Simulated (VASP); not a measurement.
# P: single point with r2SCAN

The system is P.

```xyz
2
Lattice="1.7257 0.9963 3.1297 -1.7257 0.9963 3.1297 0.0000 -1.9927 3.1297" Properties=species:S:1:pos:R:3 pbc="T T T"
P     0.0000    0.0000    7.2570
P     0.0000    0.0000    2.1321
```

- Program: VASP 6.6.1
- Task: single point
- Functional: r2SCAN
- Potentials or basis: VASP PAW PBE potentials, release 64 (P)
- Cutoff: 520 eV
- k mesh: 9 × 9 × 9
- Occupations: gaussian, width 0.1 eV
- Spin: collinear spin
- Starting moments: [-0.06, -0.27] μB

The pressure is 0.2 GPa and the largest force is 0.050 eV/Å. The band gap on the k mesh is zero (filled and empty bands overlap). The net moment is 0.00 μB per cell. The valence electrons inside the program's atomic spheres are P 2.43.

Forces on the atoms (eV/Å):
```
P    0.000  0.000  0.050
P    0.000  0.000 -0.050
```

Stress tensor (GPa, compression positive):
```
 0.31  0.00  0.00
 0.00  0.31  0.00
 0.00  0.00 -0.06
```

Levels at points of the mesh, in eV from the Fermi level:
Spin up:
```tsv
k point	band 3	band 4	band 5	band 6	band 7	band 8
(0.00, 0.00, 0.00)	-3.60	-3.36	-3.36	1.33	2.62	2.62
```
Spin down:
```csv
k point,band 2,band 3,band 4,band 5,band 6,band 7,band 8,band 9
"(0.00, 0.00, 0.00)",-3.82,-3.60,-3.36,-3.36,1.33,2.62,2.62,5.98
```

Run time: 7.9 min on 1 thread of Oxide Virtual Turin-like Processor (shared host), peak memory 0.18 GiB.

Caveat: the PAW data sets were made with another functional, which shifts forces and pressure a little.
